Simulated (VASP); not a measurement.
TiO2, 12 atoms in the cell. The structure is monoclinic, space group P2_1/c (No. 14). The conventional cell has a = 4.854 Å, b = 4.905 Å, c = 5.104 Å, α = 90.00°, β = 100.27°, γ = 90.00°. Ti (site symmetry 1) has 7 O at 1.87 to 2.31 Å within 2.5 Å. Within 2.5 Å of O (site symmetry 1) lie 3 Ti at 1.87 to 2.04 Å and 2 O at 2.43 to 2.44 Å. Within 2.9 Å of O (site symmetry 1) lie 4 Ti at 1.99 to 2.31 Å and 8 O at 2.43 to 2.85 Å. 

```yaml
Program: VASP 6.6.1
Task: single point
Functional: PBE
Potentials_or_basis: VASP PAW PBE potentials, release 64 (Ti_sv, O)
Cutoff: 520 eV
k_mesh: 6 × 6 × 6
Occupations: fermi-dirac, width 0.05 eV
Spin: no spin polarisation
Dipole_correction: no
Further_INCAR_settings: ALGO = Normal; EDIFF = 1e-06; NBANDS = 60
```

Potentials or basis: VASP PAW PBE potentials, release 64 (Ti_sv, O).

The run is started by

```bash
$ cat potpaw_PBE.64/Ti_sv/POTCAR potpaw_PBE.64/O/POTCAR > POTCAR
$ mpirun -np 1 vasp_std > vasp.out
```

Hardware: 1 thread of Intel(R) Xeon(R) Platinum 8259CL CPU @ 2.50GHz (Skylake/Cascade Lake), on a shared host.

Task: How long does it take, and how much memory?

Result: Wall time 10 min on 1 thread of Intel(R) Xeon(R) Platinum 8259CL CPU @ 2.50GHz (Skylake/Cascade Lake), on a shared host, peak memory 0.49 GiB. Counts: scf iterations 17, k points 80.
